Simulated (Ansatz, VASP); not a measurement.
# SiO2: VASP beside Ansatz

```
CELL_PARAMETERS angstrom
-4.46962 4.46962 4.46962
4.46962 -4.46962 4.46962
4.46962 4.46962 -4.46962
ATOMIC_POSITIONS crystal
Si 0.50000 0.25000 0.75000
Si 0.50000 0.75000 0.25000
Si 0.25000 0.75000 0.50000
Si 0.75000 0.25000 0.50000
Si 0.25000 0.50000 0.75000
Si 0.75000 0.50000 0.25000
O 0.35252 0.00000 0.64748
O 0.64748 0.64748 0.29495
O 0.35252 0.64748 0.00000
O 0.35252 0.70505 0.35252
O 0.64748 0.29495 0.64748
O 0.00000 0.35252 0.64748
O 0.70505 0.35252 0.35252
O 0.64748 0.35252 0.00000
O 0.00000 0.64748 0.35252
O 0.29495 0.64748 0.64748
O 0.35252 0.35252 0.70505
O 0.64748 0.00000 0.35252
```

Alike in both runs: task electric field gradients; functional PBE; k mesh 4 × 4 × 4; occupations fermi-dirac, width 0.02 eV; no spin polarisation.

|  | VASP | Ansatz |
| --- | --- | --- |
| version | VASP 6.6.1 | Ansatz 0.2.0 |
| potentials or method | VASP PAW PBE potentials, release 64 (Si, O) | plane-wave PAW, scalar-relativistic |
| plane-wave cutoff (eV) | 520 | 420 |
| valence electrons in the cell | 96 | 96 |

VASP gave:

- gap on the k mesh at the Fermi level (eV): 5.51
- pressure (GPa): 3.2
- rms of the force components (eV/Å): 0.101
- size of Vzz on the site where it differs most (V/Å²): 94.1

Problem. What did Ansatz give for the same quantities?

Solution. gap on the k mesh at the Fermi level (eV): 5.51; pressure (GPa): 3.2; rms of the force components (eV/Å): 0.105; size of Vzz on the site where it differs most (V/Å²): 99.0.

Atom by atom the forces differ by 0.004 eV/Å (rms over components). The functional is the same, so the differences come from potentials, cutoffs and numerics.
